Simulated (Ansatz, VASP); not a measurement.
# Re in VASP and in Ansatz

File INCAR:

```
  PREC = Accurate
  ENCUT = 520
  EDIFF = 1E-7
  ISMEAR = -1
  SIGMA = 0.01
  LREAL = F
  LASPH = T
  NELM = 80
  ALGO = Normal
  ISIF = 2
  LWAVE = F
  LCHARG = T
  GGA = PE
  LELF = T
  LVHAR = T
  NBANDS = 22
```

KPOINTS

```
regular mesh
0
Gamma
  10 10 3
```

POSCAR

```
Re
1.0
    2.7847079776      0.0000000000      0.0000000000
   -1.3923544921      2.4116284359      0.0000000000
    0.0000000000      0.0000000000      8.9980443742
Re
4
Direct
    0.0000000000      0.0000000000      0.0000000000
    0.3333333333      0.6666666667      0.2500000000
    0.0000000000      0.0000000000      0.5000000000
    0.6666666667      0.3333333333      0.7500000000
```

Input for Ansatz:

```yaml
crystal:
  lattice:
    - [2.7847079776318724, 0.0, 0.0]
    - [-1.392354492127291, 2.4116284359011555, 0.0]
    - [0.0, 0.0, 8.99804437423787]
  atoms:
    - { symbol: Re, position: [0.0, 0.0, 0.0] }
    - { symbol: Re, position: [0.3333333333333333, 0.6666666666666666, 0.25] }
    - { symbol: Re, position: [0.0, 0.0, 0.5] }
    - { symbol: Re, position: [0.6666666666666666, 0.3333333333333333, 0.75] }
basis:
  ecutwfc: 639.467576780718
kpoints:
  mp_grid:
    grid: [10, 10, 3]
hamiltonian:
  xc: pbe
  pseudopotentials:
    kind: paw
scf:
  convergence:
    dr2_threshold: 1.0e-06
  occupations:
    method: fermi_dirac
    width: 0.01
output:
  stress: true
```

Alike in both runs: task single point; functional PBE; k mesh 10 × 10 × 3; occupations fermi-dirac, width 0.01 eV; no spin polarisation.

|  | VASP | Ansatz |
| --- | --- | --- |
| version | VASP 6.6.1 | Ansatz 0.2.0 |
| potentials or method | VASP PAW PBE potentials, release 64 (Re), cutoff 520 eV | plane waves, PAW |
| valence electrons in the cell | 28 | 60 |

Ansatz gave:

- pressure (GPa): -4.1
- traceless stress, the component that is largest in VASP (GPa): -0.63

Question: Which values does VASP return?

Answer: Pressure (GPa): -4.6; traceless stress, the component that is largest in VASP (GPa): -0.64.

VASP's potentials hold 28 valence electrons a cell and Ansatz's 60, so a difference there can come from the potentials and not from the codes. Ansatz's warnings: stress scf threshold loose.

Spin-orbit coupling is off throughout.
